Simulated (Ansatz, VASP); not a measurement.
# BN: VASP beside Ansatz

```xyz
2
Lattice="0.0000 1.8048 1.8920 1.8048 0.0000 1.8920 1.8048 1.8048 0.0000" Properties=species:S:1:pos:R:3 pbc="T T T"
B     0.0000    0.0000    0.0000
N     0.9024    0.9024    0.9460
```

Change from the starting cell: uniaxial_z strain +4.8%.

Alike in both runs: task single point; functional r2SCAN; k mesh 12 × 12 × 12; no spin polarisation.

```csv
,VASP,Ansatz
version,VASP 6.6.1,Ansatz 0.2.0
potentials or method,"VASP PAW PBE potentials, release 64 (B, N)","plane waves, PAW"
plane-wave cutoff (eV),520,500
occupations,"gaussian, width 0.01 eV",fixed
valence electrons in the cell,8,8
```

```tsv
	VASP	Ansatz	Ansatz less VASP
gap on the k mesh at the Fermi level (eV)	4.50	4.52	+0.018
pressure (GPa)	-16.0	-16.9	-0.94
traceless stress, the component that is largest in VASP (GPa)	-20.68	-20.73	-0.050
```

VASP's potentials were made for PBE, not for r2SCAN.
